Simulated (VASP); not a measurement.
A run of VASP 6.6.1 is set up as follows.

The input INCAR:

```
SYSTEM = ZnO
ALGO = Normal
EDIFF = 1E-8
ENCUT = 520
GGA = PE
IBRION = 8
ISIF = 2
ISMEAR = 0
LASPH = .True.
LCHARG = .False.
LREAL = .False.
LWAVE = .False.
NBANDS = 26
NELM = 60
NSW = 1
PREC = Accurate
SIGMA = 0.01
```

KPOINTS

```
k-points
0
Gamma
  8 8 6
  0 0 0
```

POSCAR

```
ZnO
1.0
    3.2498000000      0.0000000000      0.0000000000
   -1.6249000000      2.8144093572      0.0000000000
    0.0000000000      0.0000000000      5.2066000000
Zn O
2 2
Direct
    0.3333333333      0.6666666667      0.0000000000
    0.6666666667      0.3333333333      0.5000000000
    0.3333333333      0.6666666667      0.3819000000
    0.6666666667      0.3333333333      0.8819000000
```

Potentials or basis: VASP PAW PBE potentials, release 64 (Zn, O).

Command:

```bash
$ cat potpaw_PBE.64/Zn/POTCAR potpaw_PBE.64/O/POTCAR > POTCAR
$ mpirun -np 1 vasp_std > vasp.out
```

**Question.** What does it give for the highest phonon frequency at Γ, LO-TO splitting left out?

**Answer.** 534 cm⁻¹.

Phonon frequencies in cm⁻¹ (negative: imaginary):
| q point | frequencies |
| --- | --- |
| (0.000, 0.000, 0.000) | -2 0 0 88 88 249 371 404 404 437 437 534 |

Caveat: the cell wasn't relaxed at this level first, which shifts response properties.
